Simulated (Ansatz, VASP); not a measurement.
BaTiO3: VASP beside Ansatz

File INCAR:

```
ALGO = Normal
EDIFF = 1E-7
ENCUT = 520
GGA = PE
ISIF = 2
ISMEAR = 0
LASPH = True
LCHARG = True
LELF = True
LREAL = False
LVHAR = True
LWAVE = False
NBANDS = 28
NELM = 100
PREC = Accurate
SIGMA = 0.01
```

KPOINTS

```
k-points
0
Gamma
  4 4 4
```

POSCAR

```
BaTiO3
1.0
    3.9672358140      0.0490579631     -0.0375771618
    0.0490579631      4.2024924076     -0.0094442070
   -0.0377468780     -0.0094941235      3.9867531763
Ba Ti O
1 1 3
Direct
    0.0085000000      0.9970600000      0.0281600000
    0.5262100000      0.5032200000      0.4668900000
    0.4648300000      0.5315200000      0.0142500000
    0.4559600000      0.9838900000      0.4934600000
    0.0050800000      0.4811500000      0.5275000000
```

Input for Ansatz:

```yaml
crystal:
  lattice:
    - [3.9672358140403934, 0.0490579631195648, -0.03757716181970734]
    - [0.0490579631195648, 4.202492407632691, -0.009444206982317519]
    - [-0.037746878012835675, -0.009494123509708205, 3.986753176250151]
  atoms:
    - { symbol: Ba, position: [0.0085, 0.99706, 0.02816] }
    - { symbol: Ti, position: [0.52621, 0.50322, 0.46689] }
    - { symbol: O, position: [0.46483, 0.53152, 0.01425] }
    - { symbol: O, position: [0.45596, 0.98389, 0.49346] }
    - { symbol: O, position: [0.00508, 0.48115, 0.5275] }
basis:
  ecutwfc: 540.0
  xc_grid: 2
kpoints:
  mp_grid:
    grid: [4, 4, 4]
hamiltonian:
  xc: pbe
scf:
  convergence:
    dr2_threshold: 1.0e-09
  occupations:
    method: fixed
output:
  forces: true
  stress: true
```

Alike in both runs: task single point; functional PBE; k mesh 4 × 4 × 4; no spin polarisation.

|  | VASP | Ansatz |
| --- | --- | --- |
| version | VASP 6.6.1 | Ansatz 0.2.0 |
| potentials or method | VASP PAW PBE potentials, release 64 (Ba_sv, Ti_sv, O), cutoff 520 eV | plane waves, PAW |
| occupations | gaussian, width 0.01 eV | fixed |
| valence electrons in the cell | 40 | 40 |

VASP gave:

* pressure (GPa): 2.3
* traceless stress, the component that is largest in VASP (GPa): -5.94
* rms of the force components (eV/Å): 0.802

Problem. What did Ansatz give for the same quantities?

Solution. Pressure (GPa): 0.5; traceless stress, the component that is largest in VASP (GPa): -5.57; rms of the force components (eV/Å): 0.767.

Atom by atom the forces differ by 0.069 eV/Å (rms over components). Ansatz's warnings: stress scf threshold loose.

Neither program's run includes spin-orbit coupling.
